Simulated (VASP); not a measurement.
Write the native input for VASP 6.6.1 that does the following.

```yaml
Task: single point
Functional: r2SCAN
Potentials_or_basis: VASP PAW PBE potentials, release 64 (Ga_d, Sb)
Cutoff: 520 eV
k_mesh: 8 × 8 × 8
Occupations: fermi-dirac, width 0.05 eV
Spin: no spin polarisation
Dipole_correction: no
Further_INCAR_settings: ALGO = Normal; EDIFF = 1e-06; NBANDS = 16
```

The system is GaSb.

```
CELL_PARAMETERS angstrom
-1.55590 2.67500 2.89331
1.55590 -2.67500 2.89331
1.55590 2.67500 -2.89331
ATOMIC_POSITIONS crystal
Ga 0.00000 0.00000 0.00000
Sb 0.50000 0.50000 0.00000
```

The input as run:

POSCAR

```
GaSb
1.0
   -1.5559010000      2.6750030000      2.8933130000
    1.5559010000     -2.6750030000      2.8933130000
    1.5559010000      2.6750030000     -2.8933130000
Ga Sb
1 1
Direct
    0.0000000000      0.0000000000      0.0000000000
    0.5000000000      0.5000000000      0.0000000000
```

INCAR.step1

```
SYSTEM = GaSb
  ALGO = Normal
  EDIFF = 1E-4
  ENCUT = 520
  GGA = PE
  ISMEAR = -1
  LASPH = .TRUE.
  LCHARG = .FALSE.
  LREAL = .FALSE.
  LWAVE = .TRUE.
  NBANDS = 16
  NELM = 60
  PREC = Accurate
  SIGMA = 0.05
```

INCAR.step2

```
SYSTEM = GaSb
  ALGO = Normal
  EDIFF = 1E-6
  ENCUT = 520
  ISIF = 2
  ISMEAR = -1
  ISTART = 1
  LASPH = .TRUE.
  LCHARG = .FALSE.
  LMIXTAU = .TRUE.
  LREAL = .FALSE.
  LWAVE = .FALSE.
  METAGGA = R2SCAN
  NBANDS = 16
  NELM = 60
  PREC = Accurate
  SIGMA = 0.05
```

KPOINTS

```
k-points
0
G
  8 8 8
  0 0 0
```

Potentials or basis: VASP PAW PBE potentials, release 64 (Ga_d, Sb).

The run is started by

```sh
$ cat potpaw_PBE.64/Ga_d/POTCAR potpaw_PBE.64/Sb/POTCAR > POTCAR
$ cp INCAR.step1 INCAR
$ mpirun -np 1 vasp_std > vasp.out
$ cp INCAR.step2 INCAR
$ mpirun -np 1 vasp_std > vasp.out
```

It gave:

```
Pressure               : -1.9 GPa
Band gap on the k mesh : zero (band 9 reaches 8.45 eV, above the bottom of band 10 at 3.97 eV)
```

Caveat: the PAW data sets were made with another functional, which shifts forces and pressure a little; spin-orbit coupling is left out, which moves the levels of the heavy elements.

Wall time 2.3 min on 1 thread of Intel(R) Xeon(R) Platinum 8375C CPU @ 2.90GHz (Ice Lake), with other jobs on the host, peak memory 0.24 GiB.
